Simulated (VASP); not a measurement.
Crystal: PbS.

```xyz
2
Lattice="4.0344 0.0000 0.0000 -2.0172 3.4939 0.0000 0.0000 0.0000 3.7370" Properties=species:S:1:pos:R:3 pbc="T T T"
Pb    0.0000    0.0000    0.0000
S     2.0172    1.1646    1.8685
```

This cell differs from its parent crystal: volume scaled by 0.96.

Base run:

| Property | Result |
| --- | --- |
| Program | VASP 6.6.1 |
| Functional | LDA |
| Potentials or basis | VASP PAW LDA potentials, release 64 (Pb_d, S) |
| Cutoff | 520 eV |
| k mesh | 8 × 8 × 7 |
| Occupations | fermi-dirac, width 0.05 eV |
| Spin | no spin polarisation |

Its results: pressure -2.6 GPa.

Task: The run is repeated on the same cell with these changes: functional from LDA to PBE; potentials or basis from VASP PAW LDA potentials, release 64 (Pb_d, S) to VASP PAW PBE potentials, release 64 (Pb_d, S). What comes out?

Result: Pressure 2.1 GPa.
